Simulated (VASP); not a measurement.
# InSe (R3m) in VASP: notebook

Runs on InSe. Level: PBEsol+D3(BJ). Tasks: single point.

All numbers are computed with VASP 6.6.1; they aren't measurements. Logs are shortened: lines on timing, memory, paths and dates and some standing lists are left out, and cuts for length are marked.

### 1 The cell of the first run

The structure is trigonal, space group R3m (No. 160). Conventional cell: a = 3.832 Å, b = 3.832 Å, c = 23.303 Å, α = 90.00°, β = 90.00°, γ = 120.00°. Within 3.4 Å of In (site symmetry 3m) lie 3 Se at 2.58 Å and 1 In at 2.68 Å. In (site symmetry 3m) has 3 Se at 2.58 Å and 1 In at 2.68 Å within 3.4 Å. Within 3.4 Å of Se (site symmetry 3m) lie 3 In at 2.58 Å and 3 Se at 3.29 Å. Se (site symmetry 3m) has 3 In at 2.58 Å and 3 Se at 3.29 Å within 3.4 Å.

### 2 Single point, PBEsol+D3(BJ)

Input file INCAR:

```
SYSTEM = InSe
PREC = Accurate ; ENCUT = 520
EDIFF = 1E-7 ; ISMEAR = 0
SIGMA = 0.02 ; LREAL = .FALSE.
LASPH = .TRUE. ; NELM = 80
ALGO = Normal ; ISIF = 2
LWAVE = .FALSE. ; LCHARG = .FALSE.
GGA = PS ; IVDW = 12
NBANDS = 27
```

Input file KPOINTS:

```
Automatic mesh
0
G
  12 12 12
  0 0 0
```

Input file POSCAR:

```
InSe
1.0
    1.9158707838      1.1061285128      7.7676844154
   -1.9158707838      1.1061285128      7.7676844154
    0.0000000000     -2.2122570255      7.7676844154
In Se
2 2
Direct
   -0.0013128277     -0.0013128277     -0.0013128277
    0.1136963498      0.1136963498      0.1136963498
    0.6081859978      0.6081859978      0.6081859978
    0.8371304800      0.8371304800      0.8371304800
```

Potentials or basis: VASP PAW PBE potentials, release 64 (In_d, Se).

Run with:

```console
$ cat potpaw_PBE.64/In_d/POTCAR potpaw_PBE.64/Se/POTCAR > POTCAR
$ mpirun -np 1 vasp_std > vasp.out
```

OUTCAR:

```text
SYSTEM = InSe
   PREC = Accurate
   ENCUT = 520
   EDIFF = 1E-7
   ISMEAR = 0
   LREAL = .FALSE.
   LASPH = .TRUE.
   NELM = 80
   ISIF = 2
   GGA = PS
   IVDW = 12
 IVDW          = 12

 ion  position               nearest neighbor table
   1  0.999  0.999  0.999-   3 2.58   3 2.58   3 2.58   2 2.68
   2  0.114  0.114  0.114-   4 2.58   4 2.58   4 2.58   1 2.68
   3  0.608  0.608  0.608-   1 2.58   1 2.58   1 2.58
   4  0.837  0.837  0.837-   2 2.58   2 2.58   2 2.58

  LATTYP: Found a trigonal (rhomboedric) cell.
 ALAT       =     8.0765711985
 COS(alpha) =     0.8874596211

  Lattice vectors:

 A1 = (   1.9158707838,   1.1061285128,   7.7676844154)
 A2 = (  -1.9158707838,   1.1061285128,   7.7676844154)
 A3 = (   0.0000000000,  -2.2122570255,   7.7676844154)

Analysis of symmetry for initial positions (statically):
=====================================================================
 Subroutine PRICEL returns:
 Original cell was already a primitive cell.

 Routine SETGRP: Setting up the symmetry group for a
 trigonal (rhombohedral) supercell.

 Subroutine GETGRP returns: Found  6 space group operations
 (whereof  6 operations were pure point group operations)
 out of a pool of 12 trial point group operations.

The static configuration has the point symmetry C_3v.

Analysis of symmetry for dynamics (positions and initial velocities):
=====================================================================
 Subroutine PRICEL returns:
 Original cell was already a primitive cell.

 Routine SETGRP: Setting up the symmetry group for a
 trigonal (rhombohedral) supercell.

 Subroutine GETGRP returns: Found  6 space group operations
 (whereof  6 operations were pure point group operations)
 out of a pool of 12 trial point group operations.

The dynamic configuration has the point symmetry C_3v.

 Subroutine INISYM returns: Found  6 space group operations
 (whereof  6 operations are pure point group operations),
 and found     1 'primitive' translations

----------------------------------------------------------------------------------------

                                     Primitive cell

  volume of cell :      98.7676

  direct lattice vectors                    reciprocal lattice vectors
     1.915870784  1.106128513  7.767684415     0.260977935  0.150675681  0.042912832
    -1.915870784  1.106128513  7.767684415    -0.260977935  0.150675681  0.042912832
     0.000000000 -2.212257026  7.767684415     0.000000000 -0.301351362  0.042912832

  length of vectors
     8.076571198  8.076571198  8.076571198     0.304391449  0.304391449  0.304391449

  position of ions in fractional coordinates (direct lattice)
     0.998687172  0.998687172  0.998687172
     0.113696350  0.113696350  0.113696350
     0.608185998  0.608185998  0.608185998
     0.837130480  0.837130480  0.837130480

  ion indices of the primitive-cell ions
   primitive index   ion index
                 1           1
                 2           2
                 3           3
                 4           4

----------------------------------------------------------------------------------------

 KPOINTS: Automatic mesh

Automatic generation of k-mesh.
 Grid dimensions read from file:
 generate k-points for:   12   12   12

 Generating k-lattice:

  Cartesian coordinates                     Fractional coordinates (reciprocal lattice)
     0.021748161  0.012556307  0.003576069     0.083333333  0.000000000  0.000000000
    -0.021748161  0.012556307  0.003576069     0.000000000  0.083333333  0.000000000
     0.000000000 -0.025112613  0.003576069     0.000000000  0.000000000  0.083333333

  Length of vectors
     0.025365954  0.025365954  0.025365954

  Shift w.r.t. Gamma in fractional coordinates (k-lattice)
     0.000000000  0.000000000  0.000000000

 Subroutine IBZKPT returns following result:
 ===========================================

 Found    189 irreducible k-points:

 Following reciprocal coordinates:
            Coordinates               Weight
  0.000000  0.000000  0.000000      1.000000
  0.083333  0.000000  0.000000      6.000000
  0.166667  0.000000  0.000000      6.000000
  0.250000 -0.000000  0.000000      6.000000
  0.333333  0.000000 -0.000000      6.000000
  0.416667  0.000000  0.000000      6.000000
[... 16 lines left out ...]
  0.500000  0.166667  0.000000     12.000000
 -0.416667  0.166667  0.000000     12.000000
 [... further k-points ...]
   k-points           NKPTS =    189   k-points in BZ     NKDIM =    189   number of bands    NBANDS=     27
   number of dos      NEDOS =    301   number of ions     NIONS =      4
   total plane-waves  NPLWV = 216000
   dimension x,y,z NGX =    60 NGY =   60 NGZ =   60
   dimension x,y,z NGXF=   120 NGYF=  120 NGZF=  120
   ions per type =               2   2
   NGX,Y,Z   is equivalent  to a cutoff of  12.35, 12.35, 12.35 a.u.
   NGXF,Y,Z  is equivalent  to a cutoff of  24.70, 24.70, 24.70 a.u.
 SYSTEM =  InSe
   PREC   = accura    normal or accurate (medium, high low for compatibility)
   ISTART =      0    job   : 0-new  1-cont  2-samecut
   ICHARG =      2    charge: 1-file 2-atom 10-const
   ISPIN  =      1    spin polarized calculation?
   LNONCOLLINEAR =      F non collinear calculations
   LSORBIT =      F    spin-orbit coupling
   LASPH  =      T    aspherical Exc in radial PAW
   ENCUT  =  520.0 eV  38.22 Ry    6.18 a.u.  15.02 15.02 15.02*2*pi/ulx,y,z
   NELM   =     80;   NELMIN=  2; NELMDL= -5     # of ELM steps
   EDIFF  = 0.1E-06   stopping-criterion for ELM
   LREAL  =      F    real-space projection
   EDIFFG = 0.1E-05   stopping-criterion for IOM
   NSW    =      0    number of steps for IOM
   IBRION =     -1    ionic relax: 0-MD 1-quasi-New 2-CG
   NFREE  =      0    steps in history (QN), initial steepest desc. (CG)
   ISIF   =      2    stress and relaxation
   ISYM   =      2    0-nonsym 1-usesym 2-fastsym
   POTIM  = 0.5000    time-step for ionic-motion
   TEBEG  =    0.0;   TEEND  =   0.0 temperature during run
   PSTRESS=    0.0 pullay stress
   NELECT =      38.0000    total number of electrons
   NUPDOWN=      -1.0000    fix difference up-down
   EMIN   =  10.00;   EMAX   =-10.00  energy-range for DOS
   EFERMI =   0.00;   METHOD = LEGACY
   ISMEAR =     0;   SIGMA  =   0.02  broadening in eV -4-tet -1-fermi 0-gaus
   EFERMI_NEDOS =   21; number of points for ismear=-14 and -15
   IALGO  =     38    algorithm
   IMIX   =      4    mixing-type and parameters
     AMIX     =   0.40;   BMIX     =  1.00
     AMIX_MAG =   1.60;   BMIX_MAG =  1.00
  volume/ion in A,a.u.               =      24.69       166.63
  Fermi-wavevector in a.u.,A,eV,Ry     =   1.190688  2.250073 19.289482  1.417737
  Thomas-Fermi vector in A             =   2.326767
   LORBIT       =      0    0 simple, 1 ext, 2 COOP (PROOUT), +10 PAW based schemes
   GGA     = PS    functional components
   LHFCALC =     F    Hartree Fock is set to
   AEXX    =    0.0000 exact exchange contribution
   IVDW    =    12    specifies the selected vdW correction
   LEPSILON=     F    determine dielectric tensor
   LRPA    =     F    only Hartree local field effects (RPA)
 non-spin polarized calculation
 Gauss-broadening in eV      SIGMA  =   0.02
  energy-cutoff  :      520.00
  volume of cell :       98.77
 maximum number of plane-waves:      2690
   NGX = 29   NGY = 29   NGZ = 29

 number of electron      38.0000001 magnetization

 Free energy of the ion-electron system (eV)
  ---------------------------------------------------
  ext. energy  EPLUGINS =         0.00000000
  ---------------------------------------------------
  free energy    TOTEN  =       -15.26741453 eV

  energy without entropy =      -15.26741453  energy(sigma->0) =      -15.26741453

 E-fermi :   5.9263     XC(G=0):  -9.9507

 val. band max:        5.7983367556   @ k =   0.5000   0.5000   0.4167
 cond. band min:       6.4717704810   @ k =   0.5000   0.5000   0.5000
 fundamental gap:      0.6734337254
 Fermi energy:         5.9263442984

 k-point     1 :       0.0000    0.0000    0.0000
  band No.  band energies     occupation
      1      -9.2940      2.00000
      2      -9.0361      2.00000
      3      -9.0361      2.00000
      4      -8.9136      2.00000
      5      -8.9136      2.00000
      6      -8.9083      2.00000
[... 19 lines left out ...]
     26      11.4121      0.00000
     27      14.0749      0.00000

 k-point     2 :       0.0833    0.0000    0.0000
  band No.  band energies     occupation
      1      -9.2947      2.00000
      2      -9.1271      2.00000
      3      -9.0350      2.00000
      4      -8.9619      2.00000
      5      -8.9132      2.00000
      6      -8.9066      2.00000
[... 19 lines left out ...]
     26      11.6245      0.00000
     27      13.7824      0.00000

 k-point     3 :       0.1667    0.0000    0.0000
  band No.  band energies     occupation
      1      -9.3177      2.00000
      2      -9.2263      2.00000
      3      -9.0662      2.00000
      4      -9.0335      2.00000
      5      -8.9224      2.00000
      6      -8.8878      2.00000
[... 19 lines left out ...]
     26      12.0534      0.00000
     27      12.9181      0.00000

 k-point     4 :       0.2500   -0.0000    0.0000
  band No.  band energies     occupation
      1      -9.3935      2.00000
      2      -9.2426      2.00000
      3      -9.1733      2.00000
      4      -9.0341      2.00000
      5      -8.9346      2.00000
      6      -8.8610      2.00000
[... 19 lines left out ...]
     26      12.3068      0.00000
     27      12.8779      0.00000

 k-point     5 :       0.3333    0.0000   -0.0000
  band No.  band energies     occupation
      1      -9.4612      2.00000
      2      -9.2648      2.00000
      3      -9.2319      2.00000
      4      -9.0366      2.00000
      5      -8.9466      2.00000
      6      -8.8334      2.00000
[... 19 lines left out ...]
     26      12.4891      0.00000
     27      13.0481      0.00000

 k-point     6 :       0.4167    0.0000    0.0000
  band No.  band energies     occupation
      1      -9.5025      2.00000
      2      -9.3194      2.00000
      3      -9.2267      2.00000
      4      -9.0391      2.00000
      5      -8.9553      2.00000
      6      -8.8141      2.00000
[... 444 lines left out ...]
      1      -9.4135      2.00000
      2      -9.2486      2.00000
      3      -9.2156      2.00000
      4      -9.0436      2.00000
      5      -8.9296      2.00000
      6      -8.8579      2.00000
[... 19 lines left out ...]
     26      12.2142      0.00000
     27      13.1005      0.00000

 k-point    22 :       0.4167    0.1667    0.0000
  band No.  band energies     occupation
      1      -9.4607      2.00000
      2      -9.2967      2.00000
      3      -9.2275      2.00000
      4      -9.0524      2.00000
      5      -8.9328      2.00000
      6      -8.8411      2.00000
[... 19 lines left out ...]
     26      12.6006      0.00000
     27      13.0673      0.00000

 k-point    23 :       0.5000    0.1667    0.0000
  band No.  band energies     occupation
      1      -9.4918      2.00000
      2      -9.3372      2.00000
      3      -9.2228      2.00000
      4      -9.0594      2.00000
      5      -8.9353      2.00000
      6      -8.8285      2.00000
[... 19 lines left out ...]
     26      12.7612      0.00000
     27      13.5377      0.00000

 k-point    24 :      -0.4167    0.1667    0.0000
  band No.  band energies     occupation
      1      -9.5050      2.00000
      2      -9.3481      2.00000
      3      -9.2212      2.00000
      4      -9.0620      2.00000
      5      -8.9363      2.00000
      6      -8.8239      2.00000
[... 19 lines left out ...]
     26      12.8536      0.00000
     27      13.8495      0.00000

 [... further k-points ...]

------------------------ aborting loop because EDIFF is reached ----------------------------------------

 Edisp (eV)   -1.37421

 E8    (eV) :    -0.9370

  FORCE on cell =-STRESS in cart. coord.  units (eV):
  Direction    XX          YY          ZZ          XY          YZ          ZX
  --------------------------------------------------------------------------------------
  -------------------------------------------------------------------------------------
  Total       3.17073     3.17073     3.14259     0.00000     0.00000     0.00000
  in kB      51.43464    51.43464    50.97806     0.00000     0.00000     0.00000
  external pressure =       51.28 kB  Pullay stress =        0.00 kB

 VOLUME and BASIS-vectors are now :
 -----------------------------------------------------------------------------
  energy-cutoff  :      520.00
  volume of cell :       98.77
      direct lattice vectors                 reciprocal lattice vectors
     1.915870784  1.106128513  7.767684415     0.260977935  0.150675681  0.042912832
    -1.915870784  1.106128513  7.767684415    -0.260977935  0.150675681  0.042912832
     0.000000000 -2.212257026  7.767684415     0.000000000 -0.301351362  0.042912832

 POSITION                                       TOTAL-FORCE (eV/Angst)
 -----------------------------------------------------------------------------------
      0.00000      0.00000     23.27246         0.000000      0.000000      0.022683
      0.00000      0.00000      2.64947         0.000000     -0.000000     -0.021725
      0.00000      0.00000     14.17259         0.000000     -0.000000     -0.022438
      0.00000      0.00000     19.50770         0.000000      0.000000      0.021480
 -----------------------------------------------------------------------------------
    total drift:                                0.000000     -0.000000     -0.000279

  FREE ENERGIE OF THE ION-ELECTRON SYSTEM (eV)
  ---------------------------------------------------
  free  energy   TOTEN  =       -16.6416261238 eV

  energy  without entropy=      -16.6416261238  energy(sigma->0) =      -16.64162612
```

It took 37 min on 1 thread of Intel Xeon Platinum 8259CL at 2.50GHz (Skylake/Cascade Lake), shared host; peak memory 0.75 GiB.

What came out:

| Quantity | Value |
| --- | --- |
| Free energy | -16.6416 eV |
| Pressure | 5.1 GPa |
| Largest force | 0.023 eV/Å |
| Band gap on the k mesh | 0.67 eV (least direct gap 0.74 eV) |
| Dispersion energy per atom | -0.344 eV |

Forces on the atoms (eV/Å):
```
In   0.000  0.000  0.023
In   0.000  0.000 -0.022
Se   0.000  0.000 -0.022
Se   0.000  0.000  0.021
```

Caveat: the cell stands under pressure; the PAW data sets were made with another functional, which shifts forces and pressure a little; spin-orbit coupling is left out, which moves the levels of the heavy elements. A k mesh can miss the band edges.

### 3 Single point, PBEsol+D3(BJ)

Input file INCAR:

```
ALGO = Normal
EDIFF = 1E-6
ENCUT = 520
GGA = PS
ISIF = 2
ISMEAR = 0
IVDW = 12
LASPH = T
LCHARG = F
LREAL = F
LWAVE = F
NBANDS = 27
NELM = 100
PREC = Accurate
SIGMA = 0.02
```

Input file KPOINTS:

```
k-points
0
Gamma
  12 12 12
```

POSCAR is that of step 2.

Potentials or basis: VASP PAW PBE potentials, release 64 (In_d, Se).

Run with:

```console
$ cat potpaw_PBE.64/In_d/POTCAR potpaw_PBE.64/Se/POTCAR > POTCAR
$ mpirun -np 1 vasp_std > vasp.out
```

Run time: 29 min. Hardware: 1 thread of Intel Xeon Platinum 8259CL at 2.50GHz (Skylake/Cascade Lake), shared host; peak memory 0.75 GiB.

The run converged. Its results:

```
Free energy                : -16.6416 eV
Pressure                   : 5.1 GPa
Largest force              : 0.023 eV/Å
Band gap on the k mesh     : 0.67 eV (least direct gap 0.74 eV)
Dispersion energy per atom : -0.344 eV
```

Forces in eV/Å, atoms in the order of the input:
```
In   0.000  0.000  0.023
In   0.000  0.000 -0.022
Se   0.000  0.000 -0.022
Se   0.000  0.000  0.021
```

Levels at points of the mesh, in eV from the valence-band top:
| k point | band 15 | band 16 | band 17 | band 18 | band 19 | band 20 | band 21 | band 22 | band 23 | band 24 |
| --- | --- | --- | --- | --- | --- | --- | --- | --- | --- | --- |
| (0.00, 0.00, 0.00) | -2.23 | -1.53 | -1.53 | -1.06 | -1.06 | 2.40 | 2.66 | 4.54 | 4.58 | 4.58 |
| (0.50, 0.00, 0.00) | -4.18 | -3.16 | -2.82 | -2.17 | -1.85 | 0.73 | 2.29 | 3.64 | 4.12 | 4.94 |
| (0.50, 0.50, 0.00) | -3.86 | -3.27 | -2.99 | -1.91 | -1.75 | 0.79 | 2.22 | 2.89 | 3.37 | 4.03 |
| (0.50, 0.50, 0.50) | -1.60 | -1.60 | -0.97 | -0.97 | -0.07 | 0.67 | 2.67 | 4.36 | 4.36 | 5.81 |

Caveat: the cell stands under pressure; the PAW data sets were made with another functional, which shifts forces and pressure a little; spin-orbit coupling is left out, which moves the levels of the heavy elements. A k mesh can miss the band edges.
